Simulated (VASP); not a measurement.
Set up this calculation in VASP 6.6.1, as the native input.

```
Task                   : single point
Functional             : r2SCAN
Potentials or basis    : VASP PAW PBE potentials, release 64 (Ti_sv)
Cutoff                 : 520 eV
k mesh                 : 12 × 12 × 16
Occupations            : gaussian, width 0.15 eV
Spin                   : no spin polarisation
Dipole correction      : no
Further INCAR settings : ALGO = Normal; EDIFF = 1e-06; NBANDS = 25
```

Ti:

```
Ti
1.0
     4.33962    0.00000    0.00000
    -2.16981    3.75822    0.00000
     0.00000    0.00000    2.89518
Ti
3
Direct
  0.00000 0.00000 0.00000
  0.33333 0.66667 0.50000
  0.66667 0.33333 0.50000
```

This cell differs from its parent crystal: strain -0.050 along x and y, +0.025 along z.

One way to write it, as run:

POSCAR

```
Ti
1.0
    4.3396206209      0.0000000000      0.0000000000
   -2.1698103104      3.7582217005      0.0000000000
    0.0000000000      0.0000000000      2.8951770102
Ti
3
Direct
    0.0000000000      0.0000000000      0.0000000000
    0.3333333333      0.6666666667      0.5000000000
    0.6666666667      0.3333333333      0.5000000000
```

INCAR.step1

```
ALGO = Normal
EDIFF = 1E-4
ENCUT = 520
GGA = PE
ISMEAR = 0
LASPH = True
LCHARG = False
LREAL = False
LWAVE = True
NBANDS = 25
NELM = 60
PREC = Accurate
SIGMA = 0.15
```

INCAR.step2

```
ALGO = Normal
EDIFF = 1E-6
ENCUT = 520
ISIF = 2
ISMEAR = 0
ISTART = 1
LASPH = True
LCHARG = True
LELF = True
LMIXTAU = True
LREAL = False
LVHAR = True
LWAVE = False
METAGGA = R2SCAN
NBANDS = 25
NELM = 60
PREC = Accurate
SIGMA = 0.15
```

KPOINTS

```
k-points
0
Gamma
  12 12 16
```

Potentials or basis: VASP PAW PBE potentials, release 64 (Ti_sv).

Run with:

```sh
$ cat potpaw_PBE.64/Ti_sv/POTCAR > POTCAR
$ cp INCAR.step1 INCAR
$ mpirun -np 1 vasp_std > vasp.out
$ cp INCAR.step2 INCAR
$ mpirun -np 1 vasp_std > vasp.out
```

It gave:

The pressure is 10.6 GPa and the band gap on the k mesh is zero (band 18 reaches 9.87 eV, above the bottom of band 19 at 9.26 eV).

Caveat: the cell differs from its parent crystal (strain -0.050 along x and y, +0.025 along z); the PAW data sets were made with another functional, which shifts forces and pressure a little.

Run time: 8 min on 1 thread of Intel Xeon 6975P-C (shared host), peak memory 0.29 GiB.
